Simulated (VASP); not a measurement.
Wanted: the native input for a VASP 6.6.1 run.

- Task: single point
- Functional: PBEsol
- Potentials or basis: VASP PAW PBE potentials, release 64 (Ba_sv, Te)
- Cutoff: 520 eV
- k mesh: 8 × 8 × 8
- Occupations: gaussian, width 0.05 eV
- Spin: no spin polarisation
- Dipole correction: no
- Further INCAR settings: ALGO = Normal; EDIFF = 1e-07; NBANDS = 15

The structure of BaTe lies in POSCAR:

```
BaTe
1.0
    0.0607494546      3.4713974052      3.4713974052
    3.5321468598      0.0000000000      3.5321468598
    3.4713974052      3.4713974052      0.0607494546
Ba Te
1 1
Direct
    0.0000000000      0.0000000000      0.0000000000
    0.5000000000      0.5000000000      0.5000000000
```

This cell differs from its parent crystal: strain +0.0350 x Voigt [0, 0, 0, 0, 1, 0].

The input as run:

INCAR

```
PREC = Accurate
ENCUT = 520
EDIFF = 1E-7
ISMEAR = 0
SIGMA = 0.05
LREAL = F
LASPH = T
NELM = 60
ALGO = Normal
ISIF = 2
LWAVE = F
LCHARG = T
GGA = PS
LELF = T
LVHAR = T
NBANDS = 15
```

KPOINTS

```
regular mesh
0
Gamma
  8 8 8
```

Potentials or basis: VASP PAW PBE potentials, release 64 (Ba_sv, Te).

Launch:

```bash
$ cat potpaw_PBE.64/Ba_sv/POTCAR potpaw_PBE.64/Te/POTCAR > POTCAR
$ mpirun -np 1 vasp_std > vasp.out
```

It gave:

```yaml
Pressure: 0.4 GPa
Band_gap_on_the_k_mesh: 1.31 eV (least direct gap 1.68 eV)
```

Caveat: the cell differs from its parent crystal (strain +0.0350 x Voigt [0, 0, 0, 0, 1, 0]); the PAW data sets were made with another functional, which shifts forces and pressure a little; spin-orbit coupling is left out, which moves the levels of the heavy elements.

Run time: 110 s on 1 thread of Intel(R) Xeon(R) Platinum 8559C (Emerald Rapids), on a shared host, peak memory 0.32 GiB.
